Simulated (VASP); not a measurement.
Write the native input for VASP 6.6.1 that does the following.

| Quantity | Value |
| --- | --- |
| Task | single point |
| Functional | PBE |
| Potentials or basis | VASP PAW PBE potentials, release 64 (Ta_pv) |
| Cutoff | 500 eV |
| k mesh | 3 × 3 × 3 |
| Occupations | fermi-dirac, width 0.1 eV |
| Spin | collinear spin, antiferromagnetic start |
| Starting moments | [0.25, -0.25] μB |
| Fixed moment | 0 μB |
| Hubbard terms | Ta d U = 2.5 eV |
| Dipole correction | no |
| Further INCAR settings | ALGO = Normal; EDIFF = 1e-06; NBANDS = 22 |

The structure of Ta lies in POSCAR:

```
Ta
1.0
    3.2720350000      0.0000000000      0.0000000000
    0.0000000000      3.2720350000      0.0000000000
    0.0000000000      0.0000000000      3.2720350000
Ta
2
Direct
    0.0000000000      0.0000000000      0.0000000000
    0.5000000000      0.5000000000      0.5000000000
```

These files were run (other wordings do the same):

INCAR

```
  ALGO = Normal
  EDIFF = 1E-6
  ENCUT = 500
  GGA = PE
  GGA_COMPAT = False
  ISIF = 2
  ISMEAR = -1
  ISPIN = 2
  LASPH = True
  LCHARG = False
  LDAU = True
  LDAUJ = 0
  LDAUL = 2
  LDAUPRINT = 1
  LDAUTYPE = 2
  LDAUU = 2.5
  LMAXMIX = 4
  LORBIT = 11
  LREAL = False
  LWAVE = False
  MAGMOM = 0.25 -0.25
  NBANDS = 22
  NELM = 200
  NUPDOWN = 0.0
  PREC = Accurate
  SIGMA = 0.1
```

KPOINTS

```
k-points
0
Gamma
  3 3 3
```

Potentials or basis: VASP PAW PBE potentials, release 64 (Ta_pv).

Launch:

```sh
$ cat potpaw_PBE.64/Ta_pv/POTCAR > POTCAR
$ mpirun -np 1 vasp_std > vasp.out
```

Results of the run:

- Pressure: 24.4 GPa
- Net moment: 0.00 μB per cell
- Valence electrons inside the program's atomic spheres: Ta 8.91

Caveat: the k points lie up to 0.64 Å⁻¹ apart; the total moment is fixed, so each spin has its own Fermi level; the U is typed as a test and isn't derived for this compound.

It took 28 s on 1 thread of Intel Xeon 8259CL, on a shared host, peak memory 0.14 GiB.
